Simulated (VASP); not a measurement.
# CuO (C2/c) in VASP: notebook

CuO is run at these levels: RPBE+D3(BJ), LDA, revPBE, PBE+D3(BJ); tasks: single point.

Everything below comes from runs of VASP 6.6.1. Logs are shortened: lines on timing, memory, paths and dates and some standing lists are left out, and cuts for length are marked.

### 1 The cell of the first run

The structure is monoclinic, space group C2/c (No. 15). Conventional cell: a = 4.652 Å, b = 3.400 Å, c = 5.094 Å, α = 90.00°, β = 99.54°, γ = 90.00°. Cu (site symmetry -1) has 4 O at 1.94 to 1.95 Å within 2.6 Å. O (site symmetry 2) has 6 Cu at 1.94 to 2.77 Å and 6 O at 2.61 to 2.88 Å within 2.9 Å.

### 2 Single point, RPBE+D3(BJ)

File INCAR:

```
SYSTEM = CuO
PREC = Accurate
ENCUT = 820
EDIFF = 1E-6
ISMEAR = -1
SIGMA = 0.05
LREAL = .FALSE.
LASPH = .TRUE.
NELM = 120
ALGO = Normal
ISIF = 2
LWAVE = .FALSE.
LCHARG = .FALSE.
GGA = RP
IVDW = 12
NBANDS = 33
GGA_COMPAT = .FALSE.
```

File KPOINTS:

```
Automatic mesh
0
G
  10 10 5
  0 0 0
```

File POSCAR:

```
CuO
1.0
    2.3261324123     -1.6998144190      0.0000000000
    2.3261324123      1.6998144190      0.0000000000
   -0.8443223728      0.0000000000      5.0239229397
Cu O
2 2
Direct
    0.5000000000      0.0000000000      0.5000000000
    0.0000000000      0.5000000000      0.0000000000
    0.4184000000      0.5816000000      0.7500000000
    0.5816000000      0.4184000000      0.2500000000
```

Potentials or basis: VASP PAW PBE potentials, release 64 (Cu_sv_GW, O).

Started as:

```sh
$ cat potpaw_PBE.64/Cu_sv_GW/POTCAR potpaw_PBE.64/O/POTCAR > POTCAR
$ mpirun -np 1 vasp_std > vasp.out
```

OUTCAR:

```text
SYSTEM = CuO
   PREC = Accurate
   ENCUT = 820
   EDIFF = 1E-6
   ISMEAR = -1
   LREAL = .FALSE.
   LASPH = .TRUE.
   NELM = 120
   ISIF = 2
   GGA = RP
   IVDW = 12
 IVDW          = 12

 ion  position               nearest neighbor table
   1  0.500  0.000  0.500-   3 1.94   4 1.94   4 1.95   3 1.95
   2  0.000  0.500  0.000-   4 1.94   3 1.94   4 1.95   3 1.95
   3  0.418  0.582  0.750-   2 1.94   1 1.94   2 1.95   1 1.95
   4  0.582  0.418  0.250-   1 1.94   2 1.94   2 1.95   1 1.95

  LATTYP: Found a base centered monoclinic cell.
 ALAT       =     4.6522648246
 B/A-ratio  =     0.7307470589
 C/A-ratio  =     1.0950317057
 COS(beta)  =    -0.1657361228

  Lattice vectors:

 A1 = (   2.3261324123,  -1.6998144190,   0.0000000000)
 A2 = (   2.3261324123,   1.6998144190,   0.0000000000)
 A3 = (  -0.8443223728,   0.0000000000,   5.0239229397)

Analysis of symmetry for initial positions (statically):
=====================================================================
 Subroutine PRICEL returns:
 Original cell was already a primitive cell.

 Routine SETGRP: Setting up the symmetry group for a
 base centered monoclinic supercell.

 Subroutine GETGRP returns: Found  4 space group operations
 (whereof  2 operations were pure point group operations)
 out of a pool of  4 trial point group operations.

The static configuration has the point symmetry S_2 .
 The point group associated with its full space group is C_2h.

Analysis of symmetry for dynamics (positions and initial velocities):
=====================================================================
 Subroutine PRICEL returns:
 Original cell was already a primitive cell.

 Routine SETGRP: Setting up the symmetry group for a
 base centered monoclinic supercell.

 Subroutine GETGRP returns: Found  4 space group operations
 (whereof  2 operations were pure point group operations)
 out of a pool of  4 trial point group operations.

The dynamic configuration has the point symmetry S_2 .
 The point group associated with its full space group is C_2h.

 Subroutine INISYM returns: Found  4 space group operations
 (whereof  2 operations are pure point group operations),
 and found     1 'primitive' translations

----------------------------------------------------------------------------------------

                                     Primitive cell

  volume of cell :      39.7291

[... 91 lines left out ...]
   NELM   =    120;   NELMIN=  2; NELMDL= -5     # of ELM steps
   EDIFF  = 0.1E-05   stopping-criterion for ELM
   LREAL  =      F    real-space projection
   EDIFFG = 0.1E-04   stopping-criterion for IOM
   NSW    =      0    number of steps for IOM
   IBRION =     -1    ionic relax: 0-MD 1-quasi-New 2-CG
   NFREE  =      0    steps in history (QN), initial steepest desc. (CG)
   ISIF   =      2    stress and relaxation
   ISYM   =      2    0-nonsym 1-usesym 2-fastsym
   POTIM  = 0.5000    time-step for ionic-motion
   TEBEG  =    0.0;   TEEND  =   0.0 temperature during run
   PSTRESS=    0.0 pullay stress
   NELECT =      50.0000    total number of electrons
   NUPDOWN=      -1.0000    fix difference up-down
   EMIN   =  10.00;   EMAX   =-10.00  energy-range for DOS
   EFERMI =   0.00;   METHOD = LEGACY
   ISMEAR =    -1;   SIGMA  =   0.05  broadening in eV -4-tet -1-fermi 0-gaus
   EFERMI_NEDOS =   21; number of points for ismear=-14 and -15
   IALGO  =     38    algorithm
   IMIX   =      4    mixing-type and parameters
     AMIX     =   0.40;   BMIX     =  1.00
     AMIX_MAG =   1.60;   BMIX_MAG =  1.00
  volume/ion in A,a.u.               =       9.93        67.03
  Fermi-wavevector in a.u.,A,eV,Ry     =   1.767510  3.340109 42.505844  3.124091
  Thomas-Fermi vector in A             =   2.834881
   LORBIT       =      0    0 simple, 1 ext, 2 COOP (PROOUT), +10 PAW based schemes
   GGA     = RP    functional components
   LHFCALC =     F    Hartree Fock is set to
   AEXX    =    0.0000 exact exchange contribution
   IVDW    =    12    specifies the selected vdW correction
   LEPSILON=     F    determine dielectric tensor
   LRPA    =     F    only Hartree local field effects (RPA)
 non-spin polarized calculation
  energy-cutoff  :      820.00
  volume of cell :       39.73
 maximum number of plane-waves:      2140
   NGX = 13   NGY = 13   NGZ = 23

 number of electron      50.0000003 magnetization

 Free energy of the ion-electron system (eV)
  ---------------------------------------------------
  ext. energy  EPLUGINS =         0.00000000
  ---------------------------------------------------
  free energy    TOTEN  =       -17.83096835 eV

  energy without entropy =      -17.81191645  energy(sigma->0) =      -17.82144240

 E-fermi :   6.2059     XC(G=0): -12.1700

 val. band max:        6.1988044263   @ k =  -0.4000   0.2000   0.4000
 cond. band min:       6.2131128591   @ k =   0.5000   0.0000   0.0000
 fundamental gap:      0.0143084328
 Fermi energy:         6.2058738409

 k-point     1 :       0.0000    0.0000    0.0000
  band No.  band energies     occupation
      1    -106.6181      2.00000
      2    -106.6175      2.00000
      3     -64.0703      2.00000
      4     -64.0699      2.00000
      5     -64.0416      2.00000
      6     -64.0320      2.00000
[... 853 lines left out ...]
     32      19.7429      0.00000
     33      20.7699      0.00000

 [... further k-points ...]

------------------------ aborting loop because EDIFF is reached ----------------------------------------

 Edisp (eV)   -4.75263

 E8    (eV) :    -2.7726

  FORCE on cell =-STRESS in cart. coord.  units (eV):
  Direction    XX          YY          ZZ          XY          YZ          ZX
  --------------------------------------------------------------------------------------
  -------------------------------------------------------------------------------------
  Total      -2.09679    -2.71559    -2.27677     0.00000     0.00000    -0.65243
  in kB     -84.55824  -109.51324   -91.81671     0.00000     0.00000   -26.31099
  external pressure =      -95.30 kB  Pullay stress =        0.00 kB

 VOLUME and BASIS-vectors are now :
 -----------------------------------------------------------------------------
  energy-cutoff  :      820.00
  volume of cell :       39.73
      direct lattice vectors                 reciprocal lattice vectors
     2.326132412 -1.699814419  0.000000000     0.214949071 -0.294149758  0.036124421
     2.326132412  1.699814419  0.000000000     0.214949071  0.294149758  0.036124421
    -0.844322373  0.000000000  5.023922940     0.000000000  0.000000000  0.199047639

 POSITION                                       TOTAL-FORCE (eV/Angst)
 -----------------------------------------------------------------------------------
      0.74091     -0.84991      2.51196         0.000000     -0.000000      0.000000
      1.16307      0.84991      0.00000         0.000000      0.000000      0.000000
      1.69289      0.27741      3.76794        -0.000000     -0.066310      0.000000
      2.11505     -0.27741      1.25598        -0.000000      0.066310      0.000000
 -----------------------------------------------------------------------------------
    total drift:                                0.000000      0.000000      0.000000

  FREE ENERGIE OF THE ION-ELECTRON SYSTEM (eV)
  ---------------------------------------------------
  free  energy   TOTEN  =       -22.5835948154 eV

  energy  without entropy=      -22.5645429136  energy(sigma->0) =      -22.57406886
```

OSZICAR:

```text
N       E                     dE             d eps       ncg     rms          rms(c)
DAV:   1     0.106858198853E+04    0.10686E+04   -0.40468E+04 14585   0.603E+03
DAV:   2     0.876278668582E+02   -0.98095E+03   -0.94189E+03 15549   0.140E+03
DAV:   3    -0.189453268527E+02   -0.10657E+03   -0.10426E+03 18040   0.510E+02
DAV:   4    -0.235317557239E+02   -0.45864E+01   -0.45630E+01 14932   0.121E+02
DAV:   5    -0.237315677330E+02   -0.19981E+00   -0.19967E+00 16148   0.220E+01    0.171E+01
DAV:   6    -0.216895389028E+02    0.20420E+01   -0.41843E+01 16324   0.327E+02    0.155E+01
DAV:   7    -0.177784291438E+02    0.39111E+01   -0.14198E+01 15052   0.278E+02    0.387E+00
DAV:   8    -0.178442344083E+02   -0.65805E-01   -0.12660E+00 15956   0.150E+01    0.205E+00
DAV:   9    -0.178343673438E+02    0.98671E-02   -0.62071E-02 17580   0.127E+01    0.585E-01
DAV:  10    -0.178308287790E+02    0.35386E-02   -0.11681E-02 16764   0.718E+00    0.125E-01
DAV:  11    -0.178310045587E+02   -0.17578E-03   -0.12835E-03 17244   0.980E-01    0.701E-02
DAV:  12    -0.178309662279E+02    0.38331E-04   -0.30916E-04 15436   0.411E-01    0.153E-02
DAV:  13    -0.178309666653E+02   -0.43733E-06   -0.20837E-05 14892   0.154E-01    0.782E-03
DAV:  14    -0.178309678901E+02   -0.12249E-05   -0.18317E-06  8740   0.918E-02    0.165E-03
DAV:  15    -0.178309683515E+02   -0.46136E-06   -0.48008E-07  6588   0.241E-02
   1 F= -.22583595E+02 E0= -.22574069E+02  d E =-.190519E-01
```

Run time: 5.8 min. Hardware: 1 thread of AMD EPYC 7R13 (Zen 3), shared host; peak memory 0.43 GiB.

Results:

| Property | Result |
| --- | --- |
| Free energy | -22.5836 eV |
| Pressure | -9.5 GPa |
| Largest force | 0.066 eV/Å |
| Band gap on the k mesh | zero (bands 25 and 26 overlap by 0.59 eV) |
| Dispersion energy per atom | -1.188 eV |

Forces in eV/Å, atoms in the order of the input:
```
Cu   0.000  0.000  0.000
Cu   0.000  0.000  0.000
O    0.000 -0.066  0.000
O    0.000  0.066  0.000
```

Caveat: the cell stands under tension; the dispersion term is far too large for a dense solid, which distorts pressure and volume; the PAW data sets were made with another functional, which shifts forces and pressure a little; semilocal functionals often make such compounds metallic where correlation or magnetic order opens a gap, which also shifts bond lengths. With open d or f shells a metallic result of RPBE can be an artefact of self-interaction; +U or a hybrid may open a gap.

### 3 Single point, LDA

This run uses another cell than the first one, of 10.54 Å³/atom.

File INCAR:

```
PREC     = Accurate       # precision mode
ENCUT    = 820            # plane-wave cutoff, eV
EDIFF    = 1E-6           # SCF threshold, eV
ISMEAR   = -1             # smearing method
SIGMA    = 0.05           # smearing width, eV
LREAL    = False          # projectors in reciprocal space
LASPH    = True           # aspherical terms in the spheres
NELM     = 120            # most SCF steps
ALGO     = Normal         # electronic algorithm
ISIF     = 2              # what is computed and relaxed
LWAVE    = False          # write WAVECAR
LCHARG   = True           # write CHGCAR
GGA      = CA             # functional
LELF     = True           # ELF
LVHAR    = True         
NBANDS   = 33             # bands
GGA_COMPAT= False
```

File KPOINTS:

```
Automatic mesh
0
Gamma
  10 10 5
```

File POSCAR:

```
CuO
1.0
    2.3726673498     -1.7338196878      0.0000000000
    2.3726673498      1.7338196878      0.0000000000
   -0.8612132810      0.0000000000      5.1244279405
Cu O
2 2
Direct
    0.5000000000      0.0000000000      0.5000000000
    0.0000000000      0.5000000000      0.0000000000
    0.4184000000      0.5816000000      0.7500000000
    0.5816000000      0.4184000000      0.2500000000
```

Potentials or basis: VASP PAW LDA potentials, release 64 (Cu_sv_GW, O).

Started as:

```sh
$ cat potpaw_LDA.64/Cu_sv_GW/POTCAR potpaw_LDA.64/O/POTCAR > POTCAR
$ mpirun -np 1 vasp_std > vasp.out
```

It took 7.1 min on 1 thread of Intel Xeon Platinum 8259CL at 2.50GHz (Skylake/Cascade Lake), shared host; peak memory 0.44 GiB.

Results (log left out):

```
Free energy            : -23.3594 eV
Pressure               : -15.7 GPa
Largest force          : 0.555 eV/Å
Band gap on the k mesh : zero (bands 25 and 26 overlap by 0.60 eV)
```

Forces on the atoms (eV/Å):
```
Cu   0.000  0.000  0.000
Cu   0.000  0.000  0.000
O    0.000 -0.555  0.000
O    0.000  0.555  0.000
```

Stress tensor (GPa, compression positive):
```
-16.92   0.00   1.05
  0.00 -10.65   0.00
  1.05   0.00 -19.51
```

Levels at points of the mesh, in eV from the Fermi level:
| k point | band 21 | band 22 | band 23 | band 24 | band 25 | band 26 | band 27 | band 28 | band 29 | band 30 |
| --- | --- | --- | --- | --- | --- | --- | --- | --- | --- | --- |
| (0.00, 0.00, 0.00) | -2.26 | -2.10 | -2.04 | -1.55 | 0.22 | 0.91 | 1.57 | 5.88 | 7.81 | 12.99 |
| (0.50, 0.00, 0.00) | -1.92 | -1.50 | -1.41 | -1.33 | -0.01 | 0.25 | 4.72 | 6.03 | 6.68 | 10.74 |
| (0.50, 0.50, 0.00) | -2.02 | -2.01 | -1.64 | -1.14 | -0.61 | 1.03 | 3.32 | 6.77 | 8.30 | 9.56 |

Caveat: the stress differs along the axes, from -20 to -11 GPa; semilocal functionals often make such compounds metallic where correlation or magnetic order opens a gap, which also shifts bond lengths. With open d or f shells a metallic result of LDA can be an artefact of self-interaction; +U or a hybrid may open a gap.

### 4 Single point, revPBE

This run uses another cell than the first one, of 10.13 Å³/atom.

File INCAR:

```
SYSTEM = CuO
PREC = Accurate
ENCUT = 820
EDIFF = 1E-6
ISMEAR = -1
SIGMA = 0.05
LREAL = .False.
LASPH = .True.
NELM = 120
ALGO = Normal
ISIF = 2
LWAVE = .False.
LCHARG = .True.
GGA = RE
LELF = .True.
LVHAR = .True.
NBANDS = 33
GGA_COMPAT = .False.
```

File KPOINTS:

```
Automatic mesh
0
Gamma
  10 10 5
  0 0 0
```

File POSCAR:

```
CuO
1.0
    2.3418500000     -1.7113000000      0.0000000000
    2.3418500000      1.7113000000      0.0000000000
   -0.8500274268      0.0000000000      5.0578693947
Cu O
2 2
Direct
    0.5000000000      0.0000000000      0.5000000000
    0.0000000000      0.5000000000      0.0000000000
    0.4184000000      0.5816000000      0.7500000000
    0.5816000000      0.4184000000      0.2500000000
```

Potentials or basis: VASP PAW PBE potentials, release 64 (Cu_sv_GW, O).

Started as:

```sh
$ cat potpaw_PBE.64/Cu_sv_GW/POTCAR potpaw_PBE.64/O/POTCAR > POTCAR
$ mpirun -np 1 vasp_std > vasp.out
```

OUTCAR:

```text
SYSTEM = CuO
   PREC = Accurate
   ENCUT = 820
   EDIFF = 1E-6
   ISMEAR = -1
   LREAL = .False.
   LASPH = .True.
   NELM = 120
   ISIF = 2
   GGA = RE

 ion  position               nearest neighbor table
   1  0.500  0.000  0.500-   3 1.95   4 1.95   4 1.96   3 1.96
   2  0.000  0.500  0.000-   4 1.95   3 1.95   4 1.96   3 1.96
   3  0.418  0.582  0.750-   2 1.95   1 1.95   2 1.96   1 1.96
   4  0.582  0.418  0.250-   1 1.95   2 1.95   2 1.96   1 1.96

  LATTYP: Found a base centered monoclinic cell.
 ALAT       =     4.6837000000
 B/A-ratio  =     0.7307470589
[... 1065 lines left out ...]
  --------------------------------------------------------------------------------------
  -------------------------------------------------------------------------------------
  Total        2.2439199      2.4038875      2.1463411      0.0000000      0.0000000     -0.3659647
  in kB       88.6819214     95.0039989     84.8255122      0.0000000      0.0000000    -14.4632836
  external PRESSURE =      89.5038109 kB  Pullay stress =       0.0000000 kB

 VOLUME and BASIS-vectors are now :
 -----------------------------------------------------------------------------
  energy-cutoff  :      820.00
  volume of cell :       40.54
      direct lattice vectors                 reciprocal lattice vectors
     2.341850000 -1.711300000  0.000000000     0.213506416 -0.292175539  0.035881968
     2.341850000  1.711300000  0.000000000     0.213506416  0.292175539  0.035881968
    -0.850027427  0.000000000  5.057869395     0.000000000  0.000000000  0.197711709

 POSITION                                       TOTAL-FORCE (eV/Angst)
 -----------------------------------------------------------------------------------
      0.74591     -0.85565      2.52893        -0.000000      0.000000     -0.000000
      1.17092      0.85565      0.00000        -0.000000      0.000000     -0.000000
      1.70433      0.27928      3.79340         0.000000     -0.206167      0.000000
      2.12934     -0.27928      1.26447         0.000000      0.206167     -0.000000
 -----------------------------------------------------------------------------------
    total drift:                                0.000000      0.000000      0.000000

  FREE ENERGIE OF THE ION-ELECTRON SYSTEM (eV)
  ---------------------------------------------------
  free  energy   TOTEN  =       -18.1829937840 eV

  energy  without entropy=      -18.1636673590  energy(sigma->0) =      -18.17333057
```

OSZICAR:

```text
N       E                     dE             d eps       ncg     rms          rms(c)
DAV:   1     0.107225410365E+04    0.10723E+04   -0.40395E+04 14531   0.597E+03
DAV:   2     0.884028804730E+02   -0.98385E+03   -0.94631E+03 15560   0.139E+03
DAV:   3    -0.194587794474E+02   -0.10786E+03   -0.10551E+03 18003   0.510E+02
DAV:   4    -0.239439521881E+02   -0.44852E+01   -0.44589E+01 15151   0.122E+02
DAV:   5    -0.241299413946E+02   -0.18599E+00   -0.18580E+00 16260   0.217E+01    0.172E+01
DAV:   6    -0.222908629299E+02    0.18391E+01   -0.43269E+01 16340   0.330E+02    0.159E+01
DAV:   7    -0.181283241440E+02    0.41625E+01   -0.14736E+01 15100   0.281E+02    0.382E+00
DAV:   8    -0.181977474432E+02   -0.69423E-01   -0.13337E+00 15636   0.145E+01    0.200E+00
DAV:   9    -0.181862657967E+02    0.11482E-01   -0.60613E-02 17668   0.125E+01    0.578E-01
DAV:  10    -0.181828174769E+02    0.34483E-02   -0.10596E-02 16892   0.663E+00    0.126E-01
DAV:  11    -0.181830369565E+02   -0.21948E-03   -0.12668E-03 17116   0.748E-01    0.705E-02
DAV:  12    -0.181829921076E+02    0.44849E-04   -0.29282E-04 15724   0.409E-01    0.148E-02
DAV:  13    -0.181829923256E+02   -0.21796E-06   -0.22659E-05 15324   0.171E-01    0.809E-03
DAV:  14    -0.181829934144E+02   -0.10888E-05   -0.17244E-06  8548   0.956E-02    0.160E-03
DAV:  15    -0.181829937840E+02   -0.36965E-06   -0.43090E-07  6564   0.243E-02
   1 F= -.18182994E+02 E0= -.18173331E+02  d E =-.193264E-01
```

stdout:

```text
POSCAR found type information on POSCAR CuO
 POSCAR found :  2 types and       4 ions
 scaLAPACK will be used
 -----------------------------------------------------------------------------
|                                                                             |
|                                                                             |
|     You enforced a specific xc type in the INCAR file but a different       |
|     I HOPE YOU KNOW WHAT YOU ARE DOING!                                     |
|                                                                             |
 -----------------------------------------------------------------------------

 LDA part: xc-table for (Slater+PW92), standard interpolation
 POSCAR, INCAR and KPOINTS ok, starting setup
 FFT: planning ... GRIDC
 FFT: planning ... GRID_SOFT
 FFT: planning ... GRID
 WAVECAR not read
 entering main loop
```

It took 2.9 min on 1 thread of Intel Xeon 6975P-C (Granite Rapids), shared host; peak memory 0.46 GiB.

Results:

```yaml
Free_energy: -18.1830 eV
Pressure: 9.0 GPa
Largest_force: 0.206 eV/Å
Band_gap_on_the_k_mesh: zero (bands 25 and 26 overlap by 0.60 eV)
```

Forces on the atoms (eV/Å):
```
Cu   0.000  0.000  0.000
Cu   0.000  0.000  0.000
O    0.000 -0.206  0.000
O    0.000  0.206  0.000
```

Caveat: the cell stands under pressure; the PAW data sets were made with another functional, which shifts forces and pressure a little; semilocal functionals often make such compounds metallic where correlation or magnetic order opens a gap, which also shifts bond lengths. With open d or f shells a metallic result of revPBE can be an artefact of self-interaction; +U or a hybrid may open a gap.

(Part 1 of 2 ends here.)
